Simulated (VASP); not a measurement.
# CaSe (Immm) in VASP: further runs, part 2 of 2

VASP 6.6.1. Earlier steps stand in the parts before.

### 3 Single point, PBEsol (strain +0.0250 x Voigt [0, 0, 0, 0, 0, 1])

INCAR

```
SYSTEM = CaSe
ALGO     = Normal         ! electronic algorithm
EDIFF    = 1E-7           ! SCF threshold, eV
ENCUT    = 520            ! plane-wave cutoff, eV
GGA      = PS             ! functional
ISIF     = 2              ! what is computed and relaxed
ISMEAR   = 0              ! smearing method
LASPH    = .TRUE.         ! aspherical terms in the spheres
LCHARG   = .FALSE.        ! write CHGCAR
LREAL    = .FALSE.        ! projectors in reciprocal space
LWAVE    = .FALSE.        ! write WAVECAR
NBANDS   = 15             ! bands
NELM     = 80             ! most SCF steps
PREC     = Accurate       ! precision mode
SIGMA    = 0.05           ! smearing width, eV
```

KPOINTS

```
k-points
0
G
  8 8 8
  0 0 0
```

POSCAR

```
CaSe
1.0
    0.0369500000      2.9560000000      2.9560000000
    2.9560000000      0.0369500000      2.9560000000
    2.9929500000      2.9929500000      0.0000000000
Ca Se
1 1
Direct
    0.0000000000      0.0000000000      0.0000000000
    0.5000000000      0.5000000000      0.5000000000
```

Potentials or basis: VASP PAW PBE potentials, release 64 (Ca_sv, Se).

The run is started by

```
$ cat potpaw_PBE.64/Ca_sv/POTCAR potpaw_PBE.64/Se/POTCAR > POTCAR
$ mpirun -np 1 vasp_std > vasp.out
```

OUTCAR:

```text
SYSTEM = CaSe
   EDIFF = 1E-7
   ENCUT = 520
   GGA = PS
   ISIF = 2
   ISMEAR = 0
   LASPH = .TRUE.
   LREAL = .FALSE.
   NELM = 80
   PREC = Accurate

 ion  position               nearest neighbor table
   1  0.000  0.000  0.000-   2 2.96   2 2.96   2 2.96   2 2.96   2 2.96   2 2.96
   2  0.500  0.500  0.500-   1 2.96   1 2.96   1 2.96   1 2.96   1 2.96   1 2.96

  LATTYP: Found a body centered orthorhombic cell.
 ALAT       =     4.1281600992
 B/A-ratio  =     1.0253164557
 C/A-ratio  =     1.4321149999

  Lattice vectors:

 A1 = (   2.9560000000,   0.0369500000,  -2.9560000000)
 A2 = (  -2.9560000000,  -0.0369500000,  -2.9560000000)
 A3 = (   0.0369500000,   2.9560000000,   2.9560000000)

Analysis of symmetry for initial positions (statically):
=====================================================================
 Subroutine PRICEL returns:
 Original cell was already a primitive cell.

 Routine SETGRP: Setting up the symmetry group for a
 body centered orthorhombic supercell.

 Subroutine GETGRP returns: Found  8 space group operations
 (whereof  8 operations were pure point group operations)
 out of a pool of  8 trial point group operations.

The static configuration has the point symmetry D_2h.

Analysis of symmetry for dynamics (positions and initial velocities):
=====================================================================
 Subroutine PRICEL returns:
 Original cell was already a primitive cell.

 Routine SETGRP: Setting up the symmetry group for a
 body centered orthorhombic supercell.

 Subroutine GETGRP returns: Found  8 space group operations
 (whereof  8 operations were pure point group operations)
 out of a pool of  8 trial point group operations.

The dynamic configuration has the point symmetry D_2h.

 Subroutine INISYM returns: Found  8 space group operations
 (whereof  8 operations are pure point group operations),
 and found     1 'primitive' translations

[... 124 lines left out ...]
   LRPA    =     F    only Hartree local field effects (RPA)
 non-spin polarized calculation
 Gauss-broadening in eV      SIGMA  =   0.05
  energy-cutoff  :      520.00
  volume of cell :       51.65
 maximum number of plane-waves:      1403
   NGX = 15   NGY = 15   NGZ = 15

 number of electron      15.9999999 magnetization

 Free energy of the ion-electron system (eV)
  ---------------------------------------------------
  ext. energy  EPLUGINS =         0.00000000
  ---------------------------------------------------
  free energy    TOTEN  =       -10.06900625 eV

  energy without entropy =      -10.06900625  energy(sigma->0) =      -10.06900625

 E-fermi :   2.6792     XC(G=0):  -9.3348

 val. band max:        2.4288083238   @ k =   0.0000   0.0000   0.0000
 cond. band min:       4.2759269253   @ k =   0.5000   0.5000   0.0000
 fundamental gap:      1.8471186015
 Fermi energy:         2.6791633416

 k-point     1 :       0.0000    0.0000    0.0000
  band No.  band energies     occupation
      1     -37.1811      2.00000
      2     -18.2581      2.00000
      3     -18.2559      2.00000
      4     -18.2537      2.00000
      5      -9.4750      2.00000
      6       2.2873      2.00000
      7       2.3544      2.00000
      8       2.4288      2.00000
      9       5.5254      0.00000
     10       5.9109      0.00000
     11       6.0220      0.00000
     12       6.0966      0.00000
     13       6.6085      0.00000
     14       6.6097      0.00000
[... 401 lines left out ...]
      2     -18.3068      2.00000
      3     -18.2663      2.00000
      4     -18.2606      2.00000
      5      -9.1736      2.00000
      6       0.5058      2.00000
      7       1.6590      2.00000
      8       1.7884      2.00000
      9       5.5968      0.00000
     10       6.5628      0.00000
     11       6.9180      0.00000
     12       7.3267      0.00000
     13       7.4302      0.00000
     14       9.0501      0.00000
     15      11.9722      0.00000

 [... further k-points ...]

------------------------ aborting loop because EDIFF is reached ----------------------------------------

  FORCE on cell =-STRESS in cart. coord.  units (eV):
  Direction    XX          YY          ZZ          XY          YZ          ZX
  --------------------------------------------------------------------------------------
  -------------------------------------------------------------------------------------
  Total       -0.2917197     -0.2917197     -0.2990571     -0.2177599      0.0000000      0.0000000
  in kB       -9.0490066     -9.0490066     -9.2766109     -6.7548080      0.0000000      0.0000000
  external PRESSURE =      -9.1248747 kB  Pullay stress =       0.0000000 kB

 VOLUME and BASIS-vectors are now :
 -----------------------------------------------------------------------------
  energy-cutoff  :      520.00
  volume of cell :       51.65
      direct lattice vectors                 reciprocal lattice vectors
     0.036950000  2.956000000  2.956000000    -0.171288604  0.171288604  0.169147497
     2.956000000  0.036950000  2.956000000     0.171288604 -0.171288604  0.169147497
     2.992950000  2.992950000  0.000000000     0.167059256  0.167059256 -0.169147497

 POSITION                                       TOTAL-FORCE (eV/Angst)
 -----------------------------------------------------------------------------------
      0.00000      0.00000      0.00000        -0.000000     -0.000000      0.000000
      2.99295      2.99295      2.95600         0.000000      0.000000      0.000000
 -----------------------------------------------------------------------------------
    total drift:                                0.000000     -0.000000     -0.000000

  FREE ENERGIE OF THE ION-ELECTRON SYSTEM (eV)
  ---------------------------------------------------
  free  energy   TOTEN  =       -10.0690062539 eV

  energy  without entropy=      -10.0690062539  energy(sigma->0) =      -10.06900625
```

stdout:

```text
POSCAR found type information on POSCAR CaSe
 POSCAR found :  2 types and       2 ions
 scaLAPACK will be used
 -----------------------------------------------------------------------------
|                                                                             |
|                                                                             |
|     You enforced a specific xc type in the INCAR file but a different       |
|     I HOPE YOU KNOW WHAT YOU ARE DOING!                                     |
|                                                                             |
 -----------------------------------------------------------------------------

 LDA part: xc-table for (Slater+PW92), standard interpolation
 POSCAR, INCAR and KPOINTS ok, starting setup
 FFT: planning ... GRIDC
 FFT: planning ... GRID_SOFT
 FFT: planning ... GRID
 WAVECAR not read
 entering main loop
```

It took 28 s on 1 thread of Intel Xeon 6975P-C (Granite Rapids), shared host; peak memory 0.22 GiB.

What came out:

| Property | Result |
| --- | --- |
| Free energy | -10.0690 eV |
| Pressure | -0.9 GPa |
| Band gap on the k mesh | 1.85 eV (least direct gap 2.77 eV) |

Stress tensor (GPa, compression positive):
```
-0.90 -0.68  0.00
-0.68 -0.90  0.00
 0.00  0.00 -0.93
```

Levels at points of the mesh, in eV from the valence-band top:
| k point | band 6 | band 7 | band 8 | band 9 | band 10 | band 11 |
| --- | --- | --- | --- | --- | --- | --- |
| (0.00, 0.00, 0.00) | -0.14 | -0.07 | 0.00 | 3.10 | 3.48 | 3.59 |
| (0.50, 0.00, 0.00) | -3.40 | -1.38 | -1.29 | 4.27 | 5.35 | 5.40 |
| (0.50, 0.50, 0.00) | -2.64 | -1.12 | -0.92 | 1.85 | 4.87 | 4.97 |
| (0.00, 0.00, 0.50) | -3.43 | -1.29 | -1.20 | 4.35 | 5.27 | 5.43 |
| (0.50, 0.00, 0.50) | -2.64 | -1.02 | -1.02 | 1.85 | 4.86 | 4.96 |

Caveat: the cell differs from its parent crystal (strain +0.0250 x Voigt [0, 0, 0, 0, 0, 1]); the PAW data sets were made with another functional, which shifts forces and pressure a little. A k mesh can miss the band edges.

### 4 Single point, PBEsol (strain +0.0375 x Voigt [0, 0, 0, 0, 0, 1])

INCAR

```
  PREC = Accurate
  ENCUT = 520
  EDIFF = 1E-7
  ISMEAR = 0
  SIGMA = 0.05
  LREAL = F
  LASPH = T
  NELM = 60
  ALGO = Normal
  ISIF = 2
  LWAVE = F
  LCHARG = F
  GGA = PS
  NBANDS = 15
```

KPOINTS

```
regular mesh
0
Gamma
  8 8 8
```

POSCAR

```
CaSe
1.0
    0.0554250000      2.9560000000      2.9560000000
    2.9560000000      0.0554250000      2.9560000000
    3.0114250000      3.0114250000      0.0000000000
Ca Se
1 1
Direct
    0.0000000000      0.0000000000      0.0000000000
    0.5000000000      0.5000000000      0.5000000000
```

The run is started by

```
$ cat potpaw_PBE.64/Ca_sv/POTCAR potpaw_PBE.64/Se/POTCAR > POTCAR
$ mpirun -np 1 vasp_std > vasp.out
```

It took 28 s on 1 thread of Intel Xeon 6975P-C (Granite Rapids), shared host; peak memory 0.22 GiB.

The run converged. Its results:

```yaml
Free_energy: -10.0657 eV
Pressure: -0.9 GPa
Band_gap_on_the_k_mesh: 1.81 eV (least direct gap 2.71 eV)
```

Stress tensor (GPa, compression positive):
```
-0.89 -1.02  0.00
-1.02 -0.89  0.00
 0.00  0.00 -0.94
```

Levels at points of the mesh, in eV from the valence-band top:
```tsv
k point	band 4	band 5	band 6	band 7	band 8	band 9	band 10	band 11	band 12	band 13
(0.00, 0.00, 0.00)	-20.72	-11.94	-0.21	-0.11	0.00	3.03	3.40	3.58	3.68	4.14
(0.50, 0.00, 0.00)	-20.73	-11.21	-3.43	-1.46	-1.33	4.21	5.28	5.34	5.56	7.45
(0.50, 0.50, 0.00)	-20.76	-11.36	-2.68	-1.21	-0.90	1.81	4.84	4.93	5.91	5.92
(0.00, 0.00, 0.50)	-20.73	-11.25	-3.48	-1.33	-1.19	4.33	5.16	5.41	5.42	7.35
(0.50, 0.00, 0.50)	-20.76	-11.35	-2.68	-1.06	-1.06	1.81	4.81	4.92	5.89	5.93
```

Caveat: the cell differs from its parent crystal (strain +0.0375 x Voigt [0, 0, 0, 0, 0, 1]); the PAW data sets were made with another functional, which shifts forces and pressure a little. A k mesh can miss the band edges.

### 5 Single point, PBEsol (strain +0.0125 x Voigt [0, 0, 0, 0, 0, 1])

INCAR

```
PREC = Accurate
ENCUT = 520
EDIFF = 1E-7
ISMEAR = 0
SIGMA = 0.05
LREAL = False
LASPH = True
NELM = 100
ALGO = Normal
ISIF = 2
LWAVE = False
LCHARG = False
GGA = PS
NBANDS = 15
```

KPOINTS

```
Automatic mesh
0
Gamma
  8 8 8
```

POSCAR

```
CaSe
1.0
    0.0184750000      2.9560000000      2.9560000000
    2.9560000000      0.0184750000      2.9560000000
    2.9744750000      2.9744750000      0.0000000000
Ca Se
1 1
Direct
    0.0000000000      0.0000000000      0.0000000000
    0.5000000000      0.5000000000      0.5000000000
```

The run is started by

```
$ cat potpaw_PBE.64/Ca_sv/POTCAR potpaw_PBE.64/Se/POTCAR > POTCAR
$ mpirun -np 1 vasp_std > vasp.out
```

Run time: 26 s. Hardware: 1 thread of Intel Xeon 6975P-C (Granite Rapids), shared host; peak memory 0.22 GiB.

Results (log left out):

```yaml
Free_energy: -10.0710 eV
Pressure: -0.9 GPa
Band_gap_on_the_k_mesh: 1.89 eV (least direct gap 2.82 eV)
```

Stress tensor (GPa, compression positive):
```
-0.91 -0.34  0.00
-0.34 -0.91  0.00
 0.00  0.00 -0.92
```

Levels at points of the mesh, in eV from the valence-band top:
| k point | band 4 | band 5 | band 6 | band 7 | band 8 | band 9 | band 10 | band 11 | band 12 | band 13 |
| --- | --- | --- | --- | --- | --- | --- | --- | --- | --- | --- |
| (0.00, 0.00, 0.00) | -20.65 | -11.87 | -0.07 | -0.04 | 0.00 | 3.15 | 3.57 | 3.62 | 3.66 | 4.22 |
| (0.50, 0.00, 0.00) | -20.65 | -11.15 | -3.37 | -1.30 | -1.25 | 4.32 | 5.40 | 5.44 | 5.51 | 7.52 |
| (0.50, 0.50, 0.00) | -20.68 | -11.28 | -2.60 | -1.03 | -0.93 | 1.89 | 4.91 | 5.00 | 5.99 | 6.01 |
| (0.00, 0.00, 0.50) | -20.65 | -11.16 | -3.39 | -1.25 | -1.21 | 4.37 | 5.37 | 5.45 | 5.47 | 7.48 |
| (0.50, 0.00, 0.50) | -20.68 | -11.28 | -2.60 | -0.98 | -0.98 | 1.89 | 4.90 | 5.00 | 5.99 | 6.01 |

Caveat: the cell differs from its parent crystal (strain +0.0125 x Voigt [0, 0, 0, 0, 0, 1]); the PAW data sets were made with another functional, which shifts forces and pressure a little. A k mesh can miss the band edges.

### 6 Overview

```csv
cell,gap on the mesh (eV),pressure (GPa)
"a = 4.181, b = 4.181, c = 4.076 Å, angles 60.8, 60.8, 61.7°, 2 atoms",1.76,-0.9
"a = 4.181, b = 4.181, c = 4.233 Å, angles 59.6, 59.6, 59.2°, 2 atoms",1.85,-0.9
"a = 4.181, b = 4.181, c = 4.259 Å, angles 59.4, 59.4, 58.8°, 2 atoms",1.81,-0.9
"a = 4.180, b = 4.180, c = 4.207 Å, angles 59.8, 59.8, 59.6°, 2 atoms",1.89,-0.9
```

Alike in all rows: task single point; level PBEsol; potentials or basis VASP PAW PBE potentials, release 64 (Ca_sv, Se); no spin polarisation; k mesh 8 × 8 × 8; cutoff (eV) 520; smearing gaussian 0.05 eV.

Caveats: the PAW data sets were made with another functional, which shifts forces and pressure a little.

Absolute energies hang on the potentials; compare differences alone.
